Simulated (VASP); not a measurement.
A run of VASP 6.6.1 is set up as follows.

POSCAR

```
P
1.0
    3.2837277200      0.0000000000      0.0000000000
    0.0000000000     34.8570309900      0.0000000000
    0.0000000000      0.0000000000      4.6320847100
P
4
Direct
    0.0511672295      0.9702614300      0.5598438786
    0.0000000000      0.0297385700      0.4078492800
    0.5000000000      0.0297385700      0.0921507200
    0.5000000000      0.9702614300      0.9078492800
```

Contents of INCAR.step1:

```
SYSTEM = P
PREC = Accurate ; ENCUT = 520
ISMEAR = 0 ; SIGMA = 0.05
LREAL = .FALSE. ; LASPH = .TRUE.
NELM = 60 ; NBANDS = 18
GGA = PE ; ALGO = Normal
EDIFF = 1E-4 ; LWAVE = .TRUE.
LCHARG = .FALSE.
```

Contents of INCAR.step2:

```
SYSTEM = P
PREC = Accurate ; ENCUT = 520
EDIFF = 1E-7 ; ISMEAR = 0
SIGMA = 0.05 ; LREAL = .FALSE.
LASPH = .TRUE. ; NELM = 60
ALGO = Normal ; ISIF = 2
LWAVE = .FALSE. ; LCHARG = .FALSE.
METAGGA = R2SCAN ; LMIXTAU = .TRUE.
NBANDS = 18 ; ISTART = 1
```

The input KPOINTS:

```
Automatic mesh
0
G
  8 1 6
  0 0 0
```

Potentials or basis: VASP PAW PBE potentials, release 64 (P).

Command:

```console
$ cat potpaw_PBE.64/P/POTCAR > POTCAR
$ cp INCAR.step1 INCAR
$ mpirun -np 1 vasp_std > vasp.out
$ cp INCAR.step2 INCAR
$ mpirun -np 1 vasp_std > vasp.out
```

**Question.** What does it give for the largest force?

**Answer.** 2.053 eV/Å.

**Question.** What does it give for the band gap on the k mesh?

**Answer.** 1.19 eV (least direct gap 1.37 eV).

Forces in eV/Å, atoms in the order of the input:
```
P   -1.354 -0.157  1.535
P    0.197  0.130 -0.148
P    0.141  0.171 -0.297
P    1.016 -0.144 -1.089
```

Caveat: the cell differs from its parent crystal (atom 1 (P) moved -0.225 Å towards its neighbour atom 4 (P) at 2.199 Å); there is no dipole correction, which matters where the two faces differ; the PAW data sets were made with another functional, which shifts forces and pressure a little.
